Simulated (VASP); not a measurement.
# FeS2 (Pnnm) in VASP: settings compared, part 2 of 2

VASP 6.6.1. The steps go on from the part before.

### 3 Single point, r2SCAN

This run uses another cell than the first one, of 13.48 Å³/atom.

File POSCAR:

```
FeS2
1.0
    4.4308097358      0.0000000000      0.0000000000
    0.0000000000      5.4005600319      0.0000000000
    0.0000000000      0.0000000000      3.3792372752
Fe S
2 4
Direct
    0.5000000000      0.5000000000      0.5000000000
    0.0000000000      0.0000000000      0.0000000000
    0.2990462953      0.8778423373      0.5000000000
    0.7009537047      0.1221576627      0.5000000000
    0.2009537047      0.3778423373      0.0000000000
    0.7990462953      0.6221576627      0.0000000000
```

File INCAR.step1:

```
SYSTEM = FeS2
PREC = Accurate ; ENCUT = 660
ISMEAR = 0 ; SIGMA = 0.01
LREAL = .False. ; LASPH = .True.
NELM = 120 ; NBANDS = 29
GGA = PE ; ALGO = Normal
EDIFF = 1E-5 ; LWAVE = .True.
LCHARG = .False. ; GGA_COMPAT = .False.
```

File INCAR.step2:

```
SYSTEM = FeS2
PREC = Accurate ; ENCUT = 660
EDIFF = 1E-6 ; ISMEAR = 0
SIGMA = 0.01 ; LREAL = .False.
LASPH = .True. ; NELM = 120
ALGO = Normal ; ISIF = 2
LWAVE = .False. ; LCHARG = .False.
METAGGA = R2SCAN ; LMIXTAU = .True.
NBANDS = 29 ; ISTART = 1
GGA_COMPAT = .False.
```

File KPOINTS:

```
regular mesh
0
Gamma
  6 6 8
  0 0 0
```

Potentials or basis: VASP PAW PBE potentials, release 64 (Fe, S).

The run is started by

```sh
cat potpaw_PBE.64/Fe/POTCAR potpaw_PBE.64/S/POTCAR > POTCAR
cp INCAR.step1 INCAR
mpirun -np 1 vasp_std > vasp.out
cp INCAR.step2 INCAR
mpirun -np 1 vasp_std > vasp.out
```

OUTCAR:

```text
SYSTEM = FeS2
   PREC = Accurate
   ENCUT = 660
   EDIFF = 1E-6
   ISMEAR = 0
   LREAL = .False.
   LASPH = .True.
   NELM = 120
   ISIF = 2
   METAGGA = R2SCAN
   ISTART = 1

 ion  position               nearest neighbor table
   1  0.500  0.500  0.500-   3 2.23   4 2.23   5 2.25   6 2.25   5 2.25   6 2.25
   2  0.000  0.000  0.000-   5 2.23   6 2.23   3 2.25   4 2.25   3 2.25   4 2.25
   3  0.299  0.878  0.500-   4 2.22   1 2.23   2 2.25   2 2.25
   4  0.701  0.122  0.500-   3 2.22   1 2.23   2 2.25   2 2.25
   5  0.201  0.378  0.000-   6 2.22   2 2.23   1 2.25   1 2.25
[... 980 lines left out ...]
  -------------------------------------------------------------------------------------
  Total       -0.1036350     -0.0127894      0.0664014     -0.0000000      0.0000000      0.0000000
  in kB       -2.0534133     -0.2534079      1.3156710     -0.0000000      0.0000000      0.0000000
  external PRESSURE =      -0.3303834 kB  Pullay stress =       0.0000000 kB

 VOLUME and BASIS-vectors are now :
 -----------------------------------------------------------------------------
  energy-cutoff  :      660.00
  volume of cell :       80.86
      direct lattice vectors                 reciprocal lattice vectors
     4.430809736  0.000000000  0.000000000     0.225692381  0.000000000  0.000000000
     0.000000000  5.400560032  0.000000000     0.000000000  0.185165982  0.000000000
     0.000000000  0.000000000  3.379237275     0.000000000  0.000000000  0.295924766

 POSITION                                       TOTAL-FORCE (eV/Angst)
 -----------------------------------------------------------------------------------
      2.21540      2.70028      1.68962         0.000000      0.000000      0.000000
      0.00000      0.00000      0.00000         0.000000      0.000000      0.000000
      1.32502      4.74084      1.68962         0.058785      0.038373      0.000000
      3.10579      0.65972      1.68962        -0.058785     -0.038373      0.000000
      0.89039      2.04056      0.00000        -0.058785      0.038373     -0.000000
      3.54042      3.36000      0.00000         0.058785     -0.038373      0.000000
 -----------------------------------------------------------------------------------
    total drift:                                0.000000      0.000000     -0.000000

  FREE ENERGIE OF THE ION-ELECTRON SYSTEM (eV)
  ---------------------------------------------------
  free  energy   TOTEN  =       -63.8694312860 eV

  energy  without entropy=      -63.8694312860  energy(sigma->0) =      -63.86943129
```

OUTCAR.step1:

```text
SYSTEM = FeS2
   PREC = Accurate
   ENCUT = 660
   ISMEAR = 0
   LREAL = .False.
   LASPH = .True.
   NELM = 120
[... 1008 lines left out ...]
      3.10579      0.65972      1.68962         0.223736      0.117626      0.000000
      0.89039      2.04056      0.00000         0.223736     -0.117626     -0.000000
      3.54042      3.36000      0.00000        -0.223736      0.117626      0.000000
 -----------------------------------------------------------------------------------
    total drift:                                0.000000      0.000000     -0.000000

  FREE ENERGIE OF THE ION-ELECTRON SYSTEM (eV)
  ---------------------------------------------------
  free  energy   TOTEN  =       -36.0940724338 eV

  energy  without entropy=      -36.0940724338  energy(sigma->0) =      -36.09407243
```

OSZICAR.step1:

```text
N       E                     dE             d eps       ncg     rms          rms(c)
DAV:   1     0.374507168414E+03    0.37451E+03   -0.20688E+04  4648   0.174E+03
DAV:   2     0.664432704389E+01   -0.36786E+03   -0.35115E+03  4675   0.378E+02
DAV:   3    -0.367609225016E+02   -0.43405E+02   -0.40843E+02  5897   0.137E+02
DAV:   4    -0.392351946233E+02   -0.24743E+01   -0.24451E+01  6002   0.327E+01
DAV:   5    -0.393231354899E+02   -0.87941E-01   -0.87903E-01  6244   0.597E+00    0.273E+01
DAV:   6    -0.487350664781E+02   -0.94119E+01   -0.58732E+01  6527   0.118E+02    0.355E+01
DAV:   7    -0.357590076143E+02    0.12976E+02   -0.35965E+01  5680   0.122E+02    0.924E+00
DAV:   8    -0.362314699684E+02   -0.47246E+00   -0.61587E+00  5255   0.108E+01    0.506E+00
DAV:   9    -0.360963775558E+02    0.13509E+00   -0.36128E-01  6684   0.787E+00    0.144E+00
DAV:  10    -0.360939580136E+02    0.24195E-02   -0.60468E-02  7219   0.155E+00    0.434E-01
DAV:  11    -0.360943208448E+02   -0.36283E-03   -0.24006E-03  6367   0.481E-01    0.212E-01
DAV:  12    -0.360941097272E+02    0.21112E-03   -0.26385E-04  7320   0.184E-01    0.112E-01
DAV:  13    -0.360940679280E+02    0.41799E-04   -0.16526E-04  7212   0.880E-02    0.357E-02
DAV:  14    -0.360940724338E+02   -0.45058E-05   -0.67895E-06  3315   0.224E-02
   1 F= -.36094072E+02 E0= -.36094072E+02  d E =-.114094E-58
```

Wall time 6.1 min (1 thread of Intel Xeon 6975P-C (Granite Rapids), shared host); peak memory 0.37 GiB.

Results:

```yaml
Free_energy: -63.8694 eV
Pressure: 0.0 GPa
Largest_force: 0.070 eV/Å
Band_gap_on_the_k_mesh: 1.41 eV (least direct gap 1.70 eV)
```

Forces in eV/Å, atoms in the order of the input:
```
Fe   0.000  0.000  0.000
Fe   0.000  0.000  0.000
S    0.059  0.038  0.000
S   -0.059 -0.038  0.000
S   -0.059  0.038  0.000
S    0.059 -0.038  0.000
```

Levels at points of the mesh, in eV from the valence-band top:
| k point | band 18 | band 19 | band 20 | band 21 | band 22 | band 23 |
| --- | --- | --- | --- | --- | --- | --- |
| (0.00, 0.00, 0.00) | -0.73 | -0.69 | -0.36 | 1.55 | 1.82 | 3.20 |
| (0.50, 0.00, 0.00) | -0.65 | -0.01 | -0.01 | 2.24 | 2.24 | 2.32 |
| (0.00, 0.50, 0.00) | -0.80 | -0.31 | -0.31 | 1.51 | 1.51 | 2.85 |
| (0.50, 0.50, 0.00) | -1.06 | -0.82 | -0.82 | 1.80 | 1.80 | 2.38 |
| (0.00, 0.00, 0.50) | -0.88 | -0.43 | -0.43 | 1.99 | 1.99 | 2.14 |
| (0.50, 0.00, 0.50) | -0.72 | -0.40 | -0.40 | 1.95 | 1.95 | 2.42 |
| (0.00, 0.50, 0.50) | -1.36 | -0.42 | -0.42 | 1.41 | 1.41 | 2.62 |
| (0.50, 0.50, 0.50) | -0.58 | -0.41 | -0.41 | 2.03 | 2.03 | 2.56 |

Caveat: the PAW data sets were made with another functional, which shifts forces and pressure a little. A k mesh can miss the band edges.
